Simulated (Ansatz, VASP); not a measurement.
ZnCd3Te4 in VASP and in Ansatz

The input INCAR:

```
PREC     = Accurate       # precision mode
ENCUT    = 450            # plane-wave cutoff, eV
EDIFF    = 1E-7           # SCF threshold, eV
ISMEAR   = 0              # smearing method
SIGMA    = 0.02           # smearing width, eV
LREAL    = F              # projectors in reciprocal space
LASPH    = T              # aspherical terms in the spheres
NELM     = 120            # most SCF steps
ALGO     = Normal         # electronic algorithm
ISIF     = 2              # what is computed and relaxed
LWAVE    = F              # write WAVECAR
LCHARG   = F              # write CHGCAR
GGA      = PE             # functional
IBRION   = 2              # ionic algorithm
NSW      = 50             # ionic steps
EDIFFG   = -0.01          # ionic threshold
GGA_COMPAT= F            
NELMIN   = 4
```

The input KPOINTS:

```
regular mesh
0
Gamma
  4 4 4
```

The input POSCAR:

```
ZnCd3Te4
1.0
    6.5718331842      0.0000000000      0.0000000000
    0.0000000000      6.5718331842      0.0000000000
    0.0000000000      0.0000000000      6.5718331842
Zn Cd Te
1 3 4
Direct
    0.0000000000      0.0000000000      0.0000000000
    0.0000000000      0.5000000000      0.5000000000
    0.5000000000      0.0000000000      0.5000000000
    0.5000000000      0.5000000000      0.0000000000
    0.7603282597      0.7603282597      0.2396717403
    0.7603282597      0.2396717403      0.7603282597
    0.2396717403      0.7603282597      0.7603282597
    0.2396717403      0.2396717403      0.2396717403
```

Input for Ansatz:

```yaml
crystal:
  lattice:
    - [6.5718331842, 0.0, 0.0]
    - [0.0, 6.5718331842, 0.0]
    - [0.0, 0.0, 6.5718331842]
  atoms:
    - { symbol: Zn, position: [0.0, 0.0, 0.0] }
    - { symbol: Cd, position: [0.0, 0.5, 0.5] }
    - { symbol: Cd, position: [0.5, 0.0, 0.5] }
    - { symbol: Cd, position: [0.5, 0.5, 0.0] }
    - { symbol: Te, position: [0.7603282597, 0.7603282597, 0.2396717403] }
    - { symbol: Te, position: [0.7603282597, 0.2396717403, 0.7603282597] }
    - { symbol: Te, position: [0.2396717403, 0.7603282597, 0.7603282597] }
    - { symbol: Te, position: [0.2396717403, 0.2396717403, 0.2396717403] }
basis:
  ecutwfc: 420
kpoints:
  mp_grid: { grid: [4, 4, 4] }
hamiltonian:
  xc: pbe
scf:
  occupations: { method: gaussian, width: 0.02 }
output:
  forces: true
  stress: true
  eigenvalues: true
relax:
  adjacent_minimum: "off"
  f_tol: 0.01
  max_steps: 30
```

Alike in both runs: task relaxation of the atoms; functional PBE; k mesh 4 × 4 × 4; occupations gaussian, width 0.02 eV; no spin polarisation.

|  | VASP | Ansatz |
| --- | --- | --- |
| version | VASP 6.6.1 | Ansatz 0.2.0 |
| potentials or method | VASP PAW PBE potentials, release 64 (Zn, Cd, Te), cutoff 450 eV | scalar-relativistic, plane waves, PAW |
| valence electrons in the cell | 72 | 136 |

```csv
,VASP,Ansatz,Ansatz less VASP
"gap on the k mesh at the Fermi level, each at its own relaxed structure (eV)",0.57,0.57,+0.003
```

VASP's potentials hold 72 valence electrons a cell and Ansatz's 136, so a difference there can come from the potentials and not from the codes. Ansatz's warnings: stress scf threshold loose.

Spin-orbit coupling is off throughout. Noted on VASP's run: the relaxation stopped at its first step, so nothing moved.
